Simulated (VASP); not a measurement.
Runs of VASP 6.6.1 on BN. The structure is that of space group P6_3mc (No. 186), or close to it. The cells are those of the table. 

```csv
cell,gap on the mesh (eV),pressure (GPa),largest force (eV/Å)
"a = 2.536, b = 2.536, c = 4.199 Å, angles 90.0, 90.0, 120.0°, 4 atoms",5.73,(b),0.05
"a = 2.537, b = 2.537, c = 4.199 Å, angles 90.0, 90.0, 120.0°, 4 atoms",5.71,1.6,0.02
"a = 2.538, b = 2.538, c = 4.201 Å, angles 90.0, 90.0, 120.0°, 4 atoms",5.69,(a),0.02
"a = 2.540, b = 2.540, c = 4.202 Å, angles 90.0, 90.0, 120.0°, 4 atoms",5.71,0.2,-
"a = 2.539, b = 2.539, c = 4.201 Å, angles 90.0, 90.0, 120.0°, 4 atoms",5.69,0.5,0.02
```

Alike in all rows: task single point; level r2SCAN+D3(BJ); potentials or basis VASP PAW PBE potentials, release 64 (B, N); no spin polarisation; k mesh 6 × 6 × 3; cutoff (eV) 660; smearing gaussian 0.01 eV.

Task: Estimate the missing entries.

Result: (a) 0.9; (b) 1.8.

Caveats: all runs use coarse meshes; three body term missing; the PAW data sets were made with another functional, which shifts forces and pressure a little.

A k mesh can miss the band edges.
